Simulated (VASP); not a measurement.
# Cs7Sn8MoI24 (a cell with a defect) in VASP: single point with PBEsol

Aim: the single point of Cs7Sn8MoI24 (a cell with a defect) with PBEsol.

Everything below comes from runs of VASP 6.6.1. Logs are shortened: lines on timing, memory, paths and dates and some standing lists are left out, and cuts for length are marked.

### Step 1. The cell of the first run

The cell holds a defect, 40 atoms: a = 12.314 Å, b = 12.314 Å, c = 12.314 Å, α = 90.00°, β = 90.00°, γ = 90.00°.

### Step 2. Single point, PBEsol

INCAR reads:

```
SYSTEM = Cs7Sn8MoI24
PREC = Accurate ; ENCUT = 400
EDIFF = 1E-6 ; ISMEAR = -1
SIGMA = 0.05 ; LREAL = Auto
LASPH = .True. ; NELM = 120
ALGO = Normal ; ISIF = 2
LWAVE = .False. ; LCHARG = .False.
GGA = PS ; NBANDS = 204
NELECT = 358.0 ; ISYM = 0
GGA_COMPAT = .False.
```

KPOINTS reads:

```
Automatic mesh
0
Gamma
  1 1 1
  0.25 0.25 0.25
```

POSCAR reads:

```
Cs7Sn8MoI24
1.0
   12.3144620000      0.0000000000      0.0000000000
    0.0000000000     12.3144620000      0.0000000000
    0.0000000000      0.0000000000     12.3144620000
Cs Mo Sn I
7 1 8 24
Direct
    0.0369600000      0.9763020000      0.0076220000
    0.9741670000      0.9843100000      0.5230910000
    0.0093310000      0.4877410000      0.9786910000
    0.9639250000      0.5193970000      0.4742560000
    0.5226210000      0.9716670000      0.0055190000
    0.4985450000      0.0241880000      0.4700790000
    0.5438350000      0.5237100000      0.0192900000
    0.3015960000      0.3307160000      0.6196390000
    0.2601220000      0.2749490000      0.2381710000
    0.2556480000      0.2242970000      0.7851100000
    0.2582080000      0.7575190000      0.2627170000
    0.2609890000      0.7407050000      0.7569850000
    0.7584960000      0.2557360000      0.2406340000
    0.7522680000      0.2488220000      0.7447020000
    0.7578710000      0.7567620000      0.2489270000
    0.7532210000      0.7495110000      0.7474280000
    0.2899760000      0.3617120000      0.0100270000
    0.2141210000      0.1919000000      0.4845640000
    0.2397440000      0.7105360000      0.0112870000
    0.2629750000      0.8139550000      0.5092130000
    0.6997890000      0.2460360000      0.9888280000
    0.8020400000      0.2493210000      0.4880020000
    0.7717650000      0.7651810000      0.9980510000
    0.7503690000      0.7506970000      0.4980990000
    0.0106020000      0.2471910000      0.1988280000
    0.9870730000      0.2092230000      0.7882110000
    0.0081280000      0.7775140000      0.2685600000
    0.0064600000      0.7704190000      0.7499090000
    0.5101970000      0.2695150000      0.2695370000
    0.5131330000      0.3372950000      0.6199980000
    0.5092910000      0.7498930000      0.2406370000
    0.5081040000      0.7102800000      0.7711570000
    0.2792550000      0.0083810000      0.2115310000
    0.2793390000      0.9732430000      0.8014910000
    0.2386610000      0.5084040000      0.3197100000
    0.1843460000      0.4975200000      0.6818950000
    0.7458260000      0.0058960000      0.2497130000
    0.7055210000      0.0008890000      0.7291160000
    0.7808310000      0.5063400000      0.2237710000
    0.7883400000      0.5002230000      0.7556730000
```

Potentials or basis: VASP PAW PBE potentials, release 64 (Cs_sv, Mo_sv, Sn_d, I).

Started as:

```
$ cat potpaw_PBE.64/Cs_sv/POTCAR potpaw_PBE.64/Mo_sv/POTCAR potpaw_PBE.64/Sn_d/POTCAR potpaw_PBE.64/I/POTCAR > POTCAR
$ mpirun -np 1 vasp_std > vasp.out
```

OUTCAR:

```text
SYSTEM = Cs7Sn8MoI24
   PREC = Accurate
   ENCUT = 400
   EDIFF = 1E-6
   ISMEAR = -1
   LREAL = Auto
   LASPH = .True.
   NELM = 120
   ISIF = 2
   GGA = PS
   NELECT = 358.0
   ISYM = 0

 ion  position               nearest neighbor table
   1  0.037  0.976  0.008-
   2  0.974  0.984  0.523-
   3  0.009  0.488  0.979-
   4  0.964  0.519  0.474-
   5  0.523  0.972  0.006-
   6  0.499  0.024  0.470-
   7  0.544  0.524  0.019-
   8  0.302  0.331  0.620-  10 2.49  30 2.61  18 2.62  36 2.63
   9  0.260  0.275  0.238-  17 3.03  35 3.06  29 3.10  25 3.13  18 3.25  33 3.31
  10  0.256  0.224  0.785-   8 2.49  34 3.11  17 3.27  26 3.31
  11  0.258  0.758  0.263-  27 3.09  31 3.11  20 3.11  35 3.16  19 3.16  33 3.16
  12  0.261  0.741  0.757-  34 2.92  32 3.07  28 3.16  19 3.16  20 3.18  36 3.27
  13  0.758  0.256  0.241-  37 3.08  29 3.08  22 3.09  39 3.11  25 3.15  21 3.19
  14  0.752  0.249  0.745-  26 2.98  21 3.08  38 3.11  40 3.13  22 3.22  30 3.50
  15  0.758  0.757  0.249-  31 3.06  24 3.07  37 3.07  23 3.10  27 3.10  39 3.11
  16  0.753  0.750  0.747-  24 3.07  32 3.07  23 3.10  40 3.10  28 3.13  38 3.16
  17  0.290  0.362  0.010-   9 3.03  10 3.27
  18  0.214  0.192  0.485-   8 2.62   9 3.25
  19  0.240  0.711  0.011-  11 3.16  12 3.16
  20  0.263  0.814  0.509-  11 3.11  12 3.18
  21  0.700  0.246  0.989-  14 3.08  13 3.19
  22  0.802  0.249  0.488-  13 3.09  14 3.22
[... 16 lines left out ...]
  39  0.781  0.506  0.224-  13 3.11  15 3.11
  40  0.788  0.500  0.756-  16 3.10  14 3.13

IMPORTANT INFORMATION: All symmetrisations will be switched off!
NOSYMM: (Re-)initialisation of all symmetry stuff for point group C_1.

----------------------------------------------------------------------------------------

                                     Primitive cell

  volume of cell :    1867.4386

  direct lattice vectors                    reciprocal lattice vectors
    12.314462000  0.000000000  0.000000000     0.081205334  0.000000000  0.000000000
     0.000000000 12.314462000  0.000000000     0.000000000  0.081205334  0.000000000
     0.000000000  0.000000000 12.314462000     0.000000000  0.000000000  0.081205334

  length of vectors
    12.314462000 12.314462000 12.314462000     0.081205334  0.081205334  0.081205334

  position of ions in fractional coordinates (direct lattice)
     0.036960000  0.976302000  0.007622000
     0.974167000  0.984310000  0.523091000
     0.009331000  0.487741000  0.978691000
     0.963925000  0.519397000  0.474256000
     0.522621000  0.971667000  0.005519000
[... 132 lines left out ...]
   NSW    =      0    number of steps for IOM
   IBRION =     -1    ionic relax: 0-MD 1-quasi-New 2-CG
   NFREE  =      0    steps in history (QN), initial steepest desc. (CG)
   ISIF   =      2    stress and relaxation
   ISYM   =      0    0-nonsym 1-usesym 2-fastsym
   POTIM  = 0.5000    time-step for ionic-motion
   TEBEG  =    0.0;   TEEND  =   0.0 temperature during run
   PSTRESS=    0.0 pullay stress
   NELECT =     358.0000    total number of electrons
   NUPDOWN=      -1.0000    fix difference up-down
   EMIN   =  10.00;   EMAX   =-10.00  energy-range for DOS
   EFERMI =   0.00;   METHOD = LEGACY
   ISMEAR =    -1;   SIGMA  =   0.05  broadening in eV -4-tet -1-fermi 0-gaus
   EFERMI_NEDOS =   21; number of points for ismear=-14 and -15
   IALGO  =     38    algorithm
   IMIX   =      4    mixing-type and parameters
     AMIX     =   0.40;   BMIX     =  1.00
     AMIX_MAG =   1.60;   BMIX_MAG =  1.00
  volume/ion in A,a.u.               =      46.69       315.05
  Fermi-wavevector in a.u.,A,eV,Ry     =   0.943960  1.783826 12.123622  0.891061
  Thomas-Fermi vector in A             =   2.071719
   LORBIT       =      0    0 simple, 1 ext, 2 COOP (PROOUT), +10 PAW based schemes
   GGA     = PS    functional components
   LHFCALC =     F    Hartree Fock is set to
   AEXX    =    0.0000 exact exchange contribution
   IVDW    =     0    specifies the selected vdW correction
   LEPSILON=     F    determine dielectric tensor
   LRPA    =     F    only Hartree local field effects (RPA)
 non-spin polarized calculation
  energy-cutoff  :      400.00
  volume of cell :     1867.44
 maximum number of plane-waves:     33935
   NGX = 41   NGY = 41   NGZ = 41

 number of electron     358.0000029 magnetization

 Free energy of the ion-electron system (eV)
  ---------------------------------------------------
  ext. energy  EPLUGINS =         0.00000000
  ---------------------------------------------------
  free energy    TOTEN  =      -122.01367370 eV

  energy without entropy =     -121.99539738  energy(sigma->0) =     -122.00453554

 E-fermi :   3.2429     XC(G=0):  -7.7439

 val. band max:        3.0499900425   @ k =  -0.2500  -0.2500   0.2500
 cond. band min:       3.4344038380   @ k =   0.2500  -0.2500   0.2500
 fundamental gap:      0.3844137955
 Fermi energy:         3.2428787566

 k-point     1 :       0.2500    0.2500    0.2500
  band No.  band energies     occupation
      1     -57.4711      2.00000
      2     -31.9902      2.00000
      3     -31.9589      2.00000
      4     -31.0463      2.00000
      5     -19.3646      2.00000
      6     -19.2969      2.00000
[... 765 lines left out ...]
    190       4.3920      0.00000
    191       4.6143      0.00000
 [bands above 191 left out]

------------------------ aborting loop because EDIFF is reached ----------------------------------------

  FORCE on cell =-STRESS in cart. coord.  units (eV):
  Direction    XX          YY          ZZ          XY          YZ          ZX
  --------------------------------------------------------------------------------------
  -------------------------------------------------------------------------------------
  Total        4.2816375      6.1299906      4.1256799      0.3276982      0.2786652      0.3539927
  in kB        3.6734501      5.2592530      3.5396456      0.2811502      0.2390821      0.3037096
  external PRESSURE =       4.1574496 kB  Pullay stress =       0.0000000 kB

 VOLUME and BASIS-vectors are now :
 -----------------------------------------------------------------------------
  energy-cutoff  :      400.00
  volume of cell :     1867.44
      direct lattice vectors                 reciprocal lattice vectors
    12.314462000  0.000000000  0.000000000     0.081205334  0.000000000  0.000000000
     0.000000000 12.314462000  0.000000000     0.000000000  0.081205334  0.000000000
     0.000000000  0.000000000 12.314462000     0.000000000  0.000000000  0.081205334

 POSITION                                       TOTAL-FORCE (eV/Angst)
 -----------------------------------------------------------------------------------
      0.45514     12.02263      0.09386        -0.001389      0.001025     -0.003707
     11.99634     12.12125      6.44158        -0.000608     -0.001616     -0.001662
      0.11491      6.00627     12.05205        -0.001334      0.000826      0.008111
     11.87022      6.39609      5.84021        -0.004141      0.005026      0.000526
      6.43580     11.96556      0.06796        -0.004929      0.001590     -0.002702
      6.13931      0.29786      5.78877         0.016183     -0.006954      0.005221
[... 32 lines left out ...]
      9.61551      6.23530      2.75562        -0.002153      0.007779      0.006860
      9.70798      6.15998      9.30571        -0.004808     -0.002280     -0.005183
 -----------------------------------------------------------------------------------
    total drift:                                0.003179     -0.011163     -0.014280

  FREE ENERGIE OF THE ION-ELECTRON SYSTEM (eV)
  ---------------------------------------------------
  free  energy   TOTEN  =      -122.0136736993 eV

  energy  without entropy=     -121.9953973771  energy(sigma->0) =     -122.00453554
```

Wall time 63 min (1 thread of Intel Xeon 8259CL, shared host); peak memory 1.4 GiB.

What came out:

```
Free energy   : -122.0137 eV
Largest force : 0.052 eV/Å
```

Forces in eV/Å, atoms in the order of the input:
```
Cs  -0.001  0.001 -0.004
Cs  -0.001 -0.002 -0.002
Cs  -0.001  0.001  0.008
Cs  -0.004  0.005  0.001
Cs  -0.005  0.002 -0.003
Cs   0.016 -0.007  0.005
Cs  -0.002 -0.008 -0.003
Mo  -0.001  0.013  0.002
Sn   0.005 -0.005 -0.016
Sn   0.042 -0.014  0.027
Sn  -0.001 -0.003 -0.013
Sn  -0.008  0.007 -0.034
Sn  -0.002  0.003 -0.022
Sn  -0.006 -0.014 -0.020
Sn   0.010 -0.010 -0.001
Sn   0.006  0.008  0.018
I   -0.012  0.001 -0.003
I   -0.019 -0.005 -0.011
I    0.009  0.005 -0.007
I   -0.001 -0.017  0.008
I    0.011  0.004  0.003
I    0.002  0.003  0.030
I   -0.010  0.006  0.007
I   -0.013  0.008 -0.014
I   -0.017 -0.010 -0.011
I   -0.018 -0.003 -0.001
I    0.011 -0.006 -0.005
I    0.001 -0.011 -0.005
I    0.012  0.003  0.012
I    0.009  0.036 -0.005
I   -0.008 -0.001  0.009
I   -0.003  0.011  0.001
I   -0.004  0.002 -0.008
I    0.003  0.017  0.010
I   -0.005  0.012  0.022
I    0.019 -0.018  0.023
I   -0.007 -0.001  0.002
I   -0.002 -0.021 -0.002
I   -0.002  0.008  0.007
I   -0.005 -0.002 -0.005
```

Caveat: the cell carries a net charge on a neutralising background, which shifts energy and pressure; the cell is charged against a uniform background, so pressure and absolute levels hang on convention; the PAW data sets were made with another functional, which shifts forces and pressure a little; spin-orbit coupling is left out, which moves the levels of the heavy elements.
